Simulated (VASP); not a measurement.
# MnCu2 (P6/mmm) in VASP: further runs

MnCu2 is run at these levels: PBE; tasks: single point.

All numbers are computed with VASP 6.6.1; they aren't measurements. Logs are shortened: lines on timing, memory, paths and dates and some standing lists are left out, and cuts for length are marked.

## (1) The cell of the first run

The structure is hexagonal, space group P6/mmm (No. 191). The conventional cell has a = 2.415 Å, b = 2.415 Å, c = 4.998 Å, α = 90.00°, β = 90.00°, γ = 120.00°. Mn (site symmetry 6/mmm) has 2 Cu at 1.51 Å within 2.0 Å. Within 2.0 Å of Cu (site symmetry 6mm) lie 1 Mn at 1.51 Å and 1 Cu at 1.99 Å.

The cell was built from a structure type or drawn by symmetry, and may not be a known phase.

## (2) Single point, PBE, collinear spin, ferromagnetic start

INCAR reads:

```
PREC     = Accurate       # precision mode
ENCUT    = 520            # plane-wave cutoff, eV
EDIFF    = 1E-7           # SCF threshold, eV
ISMEAR   = 0              # smearing method
SIGMA    = 0.1            # smearing width, eV
LREAL    = False          # projectors in reciprocal space
LASPH    = True           # aspherical terms in the spheres
NELM     = 150            # most SCF steps
ALGO     = Normal         # electronic algorithm
ISIF     = 2              # what is computed and relaxed
LWAVE    = False          # write WAVECAR
LCHARG   = True           # write CHGCAR
ISPIN    = 2              # spin polarisation
MAGMOM   = 4 0 0          # initial moments
LORBIT   = 11             # projections on sites
LMAXMIX  = 4              # l up to which the mixer works
GGA      = PE             # functional
LELF     = True           # ELF
LVHAR    = True         
NBANDS   = 28             # bands
```

KPOINTS reads:

```
regular mesh
0
Gamma
  12 12 4
```

POSCAR reads:

```
MnCu2
1.0
    2.4148035900      0.0000000000      0.0000000000
   -1.2074017900      2.0912812500      0.0000000000
    0.0000000000      0.0000000000      4.9984461600
Mn Cu
1 2
Direct
    0.0000000000      0.0000000000      0.5000000000
    0.0000000000      0.0000000000      0.1986247500
    0.0000000000      0.0000000000      0.8013752500
```

Potentials or basis: VASP PAW PBE potentials, release 64 (Mn_pv, Cu).

Run with:

```sh
> cat potpaw_PBE.64/Mn_pv/POTCAR potpaw_PBE.64/Cu/POTCAR > POTCAR
> mpirun -np 1 vasp_std > vasp.out
```

OUTCAR:

```text
PREC = Accurate
   ENCUT = 520
   EDIFF = 1E-7
   ISMEAR = 0
   LREAL = False
   LASPH = True
   NELM = 150
   ISIF = 2
   ISPIN = 2
   LORBIT = 11
   GGA = PE

 ion  position               nearest neighbor table
   1  0.000  0.000  0.500-   2 1.51   3 1.51   2 2.85   3 2.85   2 2.85   3 2.85   2 2.85   3 2.85
                             2 2.85   3 2.85   2 2.85   3 2.85   2 2.85   3 2.85
   2  0.000  0.000  0.199-   1 1.51   3 1.99   1 2.85   1 2.85   1 2.85   1 2.85   1 2.85   1 2.85

   3  0.000  0.000  0.801-   1 1.51   2 1.99   1 2.85   1 2.85   1 2.85   1 2.85   1 2.85   1 2.85

  LATTYP: Found a hexagonal cell.
 ALAT       =     2.4148035900
 C/A-ratio  =     2.0699183075

  Lattice vectors:

 A1 = (   2.4148035900,   0.0000000000,   0.0000000000)
 A2 = (  -1.2074017900,   2.0912812500,   0.0000000000)
 A3 = (   0.0000000000,   0.0000000000,   4.9984461600)

Analysis of symmetry for initial positions (statically):
=====================================================================
 Subroutine PRICEL returns:
 Original cell was already a primitive cell.

 Routine SETGRP: Setting up the symmetry group for a
 hexagonal supercell.

 Subroutine GETGRP returns: Found 24 space group operations
 (whereof 24 operations were pure point group operations)
 out of a pool of 24 trial point group operations.

The static configuration has the point symmetry D_6h.

Analysis of symmetry for dynamics (positions and initial velocities):
=====================================================================
 Subroutine PRICEL returns:
 Original cell was already a primitive cell.

 Routine SETGRP: Setting up the symmetry group for a
 hexagonal supercell.

 Subroutine GETGRP returns: Found 24 space group operations
 (whereof 24 operations were pure point group operations)
 out of a pool of 24 trial point group operations.

The dynamic configuration has the point symmetry D_6h.

Analysis of structural, dynamic, and magnetic symmetry:
=====================================================================
 Subroutine PRICEL returns:
 Original cell was already a primitive cell.

 Routine SETGRP: Setting up the symmetry group for a
 hexagonal supercell.

 Subroutine GETGRP returns: Found 24 space group operations
 (whereof 24 operations were pure point group operations)
 out of a pool of 24 trial point group operations.

The overall configuration has the point symmetry D_6h.

 Subroutine INISYM returns: Found 24 space group operations
 (whereof 24 operations are pure point group operations),
 and found     1 'primitive' translations

----------------------------------------------------------------------------------------

                                     Primitive cell

  volume of cell :      25.2423

  direct lattice vectors                    reciprocal lattice vectors
     2.414803590  0.000000000  0.000000000     0.414112354  0.239087879  0.000000000
    -1.207401790  2.091281250  0.000000000     0.000000000  0.478175759  0.000000000
     0.000000000  0.000000000  4.998446160     0.000000000  0.000000000  0.200062173

  length of vectors
     2.414803590  2.414803584  4.998446160     0.478175758  0.478175759  0.200062173

  position of ions in fractional coordinates (direct lattice)
     0.000000000  0.000000000  0.500000000
     0.000000000  0.000000000  0.198624750
     0.000000000  0.000000000  0.801375250

  ion indices of the primitive-cell ions
   primitive index   ion index
                 1           1
                 2           2
                 3           3

----------------------------------------------------------------------------------------

 KPOINTS: regular mesh

Automatic generation of k-mesh.
 Grid dimensions read from file:
 generate k-points for:   12   12    4

 Generating k-lattice:

  Cartesian coordinates                     Fractional coordinates (reciprocal lattice)
     0.034509363  0.019923990  0.000000000     0.083333333  0.000000000  0.000000000
     0.000000000  0.039847980  0.000000000     0.000000000  0.083333333  0.000000000
     0.000000000  0.000000000  0.050015543     0.000000000  0.000000000  0.250000000

  Length of vectors
     0.039847980  0.039847980  0.050015543

  Shift w.r.t. Gamma in fractional coordinates (k-lattice)
     0.000000000  0.000000000  0.000000000

 Subroutine IBZKPT returns following result:
 ===========================================

 Found     57 irreducible k-points:

 Following reciprocal coordinates:
            Coordinates               Weight
  0.000000  0.000000  0.000000      1.000000
  0.083333  0.000000  0.000000      6.000000
  0.166667  0.000000  0.000000      6.000000
  0.250000  0.000000  0.000000      6.000000
  0.333333  0.000000  0.000000      6.000000
  0.416667  0.000000  0.000000      6.000000
[... 16 lines left out ...]
  0.250000  0.000000  0.250000     12.000000
  0.333333  0.000000  0.250000     12.000000
 [... further k-points ...]
   k-points           NKPTS =     57   k-points in BZ     NKDIM =     57   number of bands    NBANDS=     28
   number of dos      NEDOS =    301   number of ions     NIONS =      3
   total plane-waves  NPLWV =  12960
   dimension x,y,z NGX =    18 NGY =   18 NGZ =   40
   dimension x,y,z NGXF=    36 NGYF=   36 NGZF=   80
   ions per type =               1   2
   NGX,Y,Z   is equivalent  to a cutoff of  12.39, 12.39, 13.30 a.u.
   NGXF,Y,Z  is equivalent  to a cutoff of  24.78, 24.78, 26.61 a.u.
 SYSTEM =  unknown system
   PREC   = accura    normal or accurate (medium, high low for compatibility)
   ISTART =      0    job   : 0-new  1-cont  2-samecut
   ICHARG =      2    charge: 1-file 2-atom 10-const
   ISPIN  =      2    spin polarized calculation?
   LNONCOLLINEAR =      F non collinear calculations
   LSORBIT =      F    spin-orbit coupling
   LASPH  =      T    aspherical Exc in radial PAW
   ENCUT  =  520.0 eV  38.22 Ry    6.18 a.u.   4.49  4.49  9.29*2*pi/ulx,y,z
   NELM   =    150;   NELMIN=  2; NELMDL= -5     # of ELM steps
   EDIFF  = 0.1E-06   stopping-criterion for ELM
   LREAL  =      F    real-space projection
   EDIFFG = 0.1E-05   stopping-criterion for IOM
   NSW    =      0    number of steps for IOM
   IBRION =     -1    ionic relax: 0-MD 1-quasi-New 2-CG
   NFREE  =      0    steps in history (QN), initial steepest desc. (CG)
   ISIF   =      2    stress and relaxation
   ISYM   =      2    0-nonsym 1-usesym 2-fastsym
   POTIM  = 0.5000    time-step for ionic-motion
   TEBEG  =    0.0;   TEEND  =   0.0 temperature during run
   PSTRESS=    0.0 pullay stress
   NELECT =      35.0000    total number of electrons
   NUPDOWN=      -1.0000    fix difference up-down
   EMIN   =  10.00;   EMAX   =-10.00  energy-range for DOS
   EFERMI =   0.00;   METHOD = LEGACY
   ISMEAR =     0;   SIGMA  =   0.10  broadening in eV -4-tet -1-fermi 0-gaus
   EFERMI_NEDOS =   21; number of points for ismear=-14 and -15
   IALGO  =     38    algorithm
   IMIX   =      4    mixing-type and parameters
     AMIX     =   0.40;   BMIX     =  1.00
     AMIX_MAG =   1.60;   BMIX_MAG =  1.00
  volume/ion in A,a.u.               =       8.41        56.78
  Fermi-wavevector in a.u.,A,eV,Ry     =   1.825525  3.449742 45.341974  3.332541
  Thomas-Fermi vector in A             =   2.881030
   LORBIT       =     11    0 simple, 1 ext, 2 COOP (PROOUT), +10 PAW based schemes
   GGA     = PE    functional components
   LHFCALC =     F    Hartree Fock is set to
   AEXX    =    0.0000 exact exchange contribution
   IVDW    =     0    specifies the selected vdW correction
   LEPSILON=     F    determine dielectric tensor
   LRPA    =     F    only Hartree local field effects (RPA)
 spin polarized calculation
 Gauss-broadening in eV      SIGMA  =   0.10
  energy-cutoff  :      520.00
  volume of cell :       25.24
 maximum number of plane-waves:       698
 NGX is ok and might be reduce to    18
   NGX =  9   NGY =  9   NGZ = 19

 number of electron      35.0000055 magnetization       0.3692054

 Free energy of the ion-electron system (eV)
  ---------------------------------------------------
  ext. energy  EPLUGINS =         0.00000000
  ---------------------------------------------------
  free energy    TOTEN  =         3.49626103 eV

  energy without entropy =        3.51286132  energy(sigma->0) =        3.50456117

 E-fermi :  14.5919     XC(G=0): -14.8574

 val. band max:       14.5897521719   @ k =   0.2500   0.1667   0.2500
 cond. band min:      14.5946635927   @ k =   0.5000   0.0000   0.5000
 fundamental gap:      0.0049114208
 Fermi energy:        14.5919161236

 spin component 1

 k-point     1 :       0.0000    0.0000    0.0000
  band No.  band energies     occupation
      1     -36.4158      1.00000
      2     -33.7051      1.00000
      3     -33.7051      1.00000
      4       2.2054      1.00000
      5       4.0840      1.00000
      6       5.1911      1.00000
[... 20 lines left out ...]
     27      38.0994      0.00000
[... 691 lines left out ...]
      6       5.5362      1.00000
[... 20 lines left out ...]
     27      34.0959      0.00000
     28      34.3890      0.00000

 [... further k-points ...]

 spin component 2

 k-point     1 :       0.0000    0.0000    0.0000
  band No.  band energies     occupation
      1     -36.0690      1.00000
      2     -33.4264      1.00000
      3     -33.4264      1.00000
      4       2.2283      1.00000
      5       4.2069      1.00000
      6       5.2253      1.00000
[... 20 lines left out ...]
     27      38.0815      0.00000
[... 691 lines left out ...]
      6       5.5712      1.00000
[... 20 lines left out ...]
     27      34.1434      0.00000
     28      34.4172      0.00000

 [... further k-points ...]

------------------------ aborting loop because EDIFF is reached ----------------------------------------

  FORCE on cell =-STRESS in cart. coord.  units (eV):
  Direction    XX          YY          ZZ          XY          YZ          ZX
  --------------------------------------------------------------------------------------
  -------------------------------------------------------------------------------------
  Total        9.4575217      9.4575217     99.4472027      0.0000000     -0.0000000      0.0000000
  in kB      600.2866094    600.2866070   6312.1001215      0.0000014     -0.0000000      0.0000000
  external PRESSURE =    2504.2244460 kB  Pullay stress =       0.0000000 kB

 VOLUME and BASIS-vectors are now :
 -----------------------------------------------------------------------------
  energy-cutoff  :      520.00
  volume of cell :       25.24
      direct lattice vectors                 reciprocal lattice vectors
     2.414803590  0.000000000  0.000000000     0.414112354  0.239087879  0.000000000
    -1.207401790  2.091281250  0.000000000     0.000000000  0.478175759  0.000000000
     0.000000000  0.000000000  4.998446160     0.000000000  0.000000000  0.200062173

 POSITION                                       TOTAL-FORCE (eV/Angst)
 -----------------------------------------------------------------------------------
      0.00000      0.00000      2.49922         0.000000      0.000000      0.000000
      0.00000      0.00000      0.99282        -0.000000      0.000000    -21.136510
      0.00000      0.00000      4.00563         0.000000     -0.000000     21.136510
 -----------------------------------------------------------------------------------
    total drift:                               -0.000000      0.000000     -0.000000

  FREE ENERGIE OF THE ION-ELECTRON SYSTEM (eV)
  ---------------------------------------------------
  free  energy   TOTEN  =         3.4962610288 eV

  energy  without entropy=        3.5128613194  energy(sigma->0) =        3.50456117

 total charge

# of ion       s       p       d       tot
------------------------------------------
    1        0.532   6.677   6.169  13.378
    2        0.658   0.872   9.448  10.978
    3        0.658   0.872   9.448  10.978
--------------------------------------------------
tot          1.847   8.422  25.065  35.335

 magnetization (x)

# of ion       s       p       d       tot
------------------------------------------
    1        0.001  -0.000   0.273   0.273
    2        0.006   0.014   0.038   0.058
    3        0.006   0.014   0.038   0.058
--------------------------------------------------
tot          0.013   0.027   0.350   0.390
```

It took 63 s on 1 thread of Intel Xeon 6975P-C (Granite Rapids), shared host; peak memory 0.18 GiB.

Results:

* Free energy: 3.4963 eV
* Pressure: 250.4 GPa
* Largest force: 21.137 eV/Å
* Net moment: 0.37 μB per cell
* Site moments: Mn +0.27; Cu +0.06 μB

Forces in eV/Å, atoms in the order of the input:
```
Mn    0.000   0.000   0.000
Cu    0.000   0.000 -21.137
Cu    0.000   0.000  21.137
```

Levels at points of the mesh, in eV from the Fermi level:
Spin up:
```csv
k point,band 16,band 17,band 18,band 19,band 20,band 21
"(0.00, 0.00, 0.00)",-2.00,-1.90,-1.49,-1.49,0.88,0.88
"(0.50, 0.00, 0.00)",-1.80,-0.29,0.51,1.49,1.53,5.20
"(0.00, 0.00, 0.50)",-4.40,-1.46,-1.46,0.38,0.38,1.61
"(0.50, 0.00, 0.50)",-0.94,-0.22,0.10,1.40,1.53,2.94
```
Spin down:
| k point | band 13 | band 14 | band 15 | band 16 | band 17 | band 18 | band 19 | band 20 | band 21 | band 22 |
| --- | --- | --- | --- | --- | --- | --- | --- | --- | --- | --- |
| (0.00, 0.00, 0.00) | -6.04 | -6.04 | -5.72 | -1.94 | -1.71 | -1.28 | -1.28 | 1.11 | 1.11 | 12.54 |
| (0.50, 0.00, 0.00) | -4.45 | -4.28 | -3.99 | -1.70 | -0.04 | 0.73 | 1.55 | 1.78 | 5.32 | 5.97 |
| (0.00, 0.00, 0.50) | -6.30 | -5.61 | -5.61 | -4.25 | -1.25 | -1.25 | 0.62 | 0.62 | 1.65 | 9.48 |
| (0.50, 0.00, 0.50) | -4.57 | -4.52 | -3.79 | -0.91 | 0.00 | 0.30 | 1.45 | 1.79 | 3.09 | 7.14 |

Caveat: atoms lie so close that the PAW spheres overlap strongly, which falsifies energies and pressures; the cell stands under pressure; forces of over 1 eV/Å act on the atoms, so gaps and moduli don't describe the material at rest.

## (3) Single point, PBE, collinear spin, ferromagnetic start

This run uses another cell than the first one, of 13.49 Å³/atom.

INCAR reads:

```
  ALGO = Normal
  EDIFF = 1E-6
  ENCUT = 520
  GGA = PE
  ISIF = 2
  ISMEAR = 0
  ISPIN = 2
  LASPH = T
  LCHARG = F
  LMAXMIX = 4
  LORBIT = 11
  LREAL = F
  LWAVE = F
  MAGMOM = 3.29 0 0
  NBANDS = 28
  NELM = 150
  PREC = Accurate
  SIGMA = 0.1
```

KPOINTS reads:

```
k-points
0
Gamma
  24 24 6
```

POSCAR reads:

```
MnCu2
1.0
    2.5185821311      0.0000000000      0.0000000000
   -1.2592910655      2.1811561070      0.0000000000
    0.0000000000      0.0000000000      7.3681965988
Mn Cu
1 2
Direct
    0.0000000000      0.0000000000      0.5000000000
    0.0000000000      0.0000000000      0.1679918436
    0.0000000000      0.0000000000      0.8320081564
```

Potentials or basis: VASP PAW PBE potentials, release 64 (Mn_pv, Cu).

Run with:

```sh
> cat potpaw_PBE.64/Mn_pv/POTCAR potpaw_PBE.64/Cu/POTCAR > POTCAR
> mpirun -np 1 vasp_std > vasp.out
```

Run time: 17 min. Hardware: 1 thread of Oxide Virtual Turin-like, shared host; peak memory 0.45 GiB.

It converged, with:

```yaml
Free_energy: -14.9915 eV
Pressure: 0.5 GPa
Largest_force: 0.006 eV/Å
Net_moment: 3.14 μB per cell
Site_moments: Mn +2.93; Cu +0.05 μB
Valence_electrons_inside_the_program's_atomic_spheres: Mn 11.71; Cu 9.96
```

Forces on the atoms (eV/Å):
```
Mn   0.000  0.000  0.000
Cu   0.000  0.000 -0.006
Cu   0.000  0.000  0.006
```

Stress tensor (GPa, compression positive):
```
0.60 0.00 0.00
0.00 0.60 0.00
0.00 0.00 0.39
```

Levels at points of the mesh, in eV from the Fermi level:
Spin up:
| k point | band 15 | band 16 | band 17 | band 18 | band 19 | band 20 | band 21 | band 22 | band 23 | band 24 |
| --- | --- | --- | --- | --- | --- | --- | --- | --- | --- | --- |
| (0.00, 0.00, 0.00) | -2.06 | -1.84 | -1.84 | -1.71 | -1.71 | -0.41 | -0.41 | 4.83 | 6.05 | 16.20 |
| (0.50, 0.00, 0.00) | -1.35 | -0.83 | -0.80 | -0.54 | 0.66 | 3.20 | 3.47 | 3.56 | 4.38 | 5.81 |
| (0.00, 0.00, 0.50) | -1.78 | -1.78 | -1.78 | -1.71 | -1.71 | -0.42 | -0.42 | 2.25 | 10.94 | 11.39 |
| (0.50, 0.00, 0.50) | -1.35 | -0.83 | -0.40 | 0.66 | 0.91 | 0.98 | 3.41 | 4.94 | 5.03 | 5.60 |
Spin down:
```csv
k point,band 14,band 15,band 16,band 17,band 18,band 19
"(0.00, 0.00, 0.00)",-1.98,-1.72,-1.72,-1.19,0.74,0.74
"(0.50, 0.00, 0.00)",-1.31,-0.50,-0.43,1.15,2.32,3.38
"(0.00, 0.00, 0.50)",-2.00,-1.70,-1.70,-1.56,0.74,0.74
"(0.50, 0.00, 0.50)",-1.33,-1.31,1.22,1.25,1.75,2.31
```
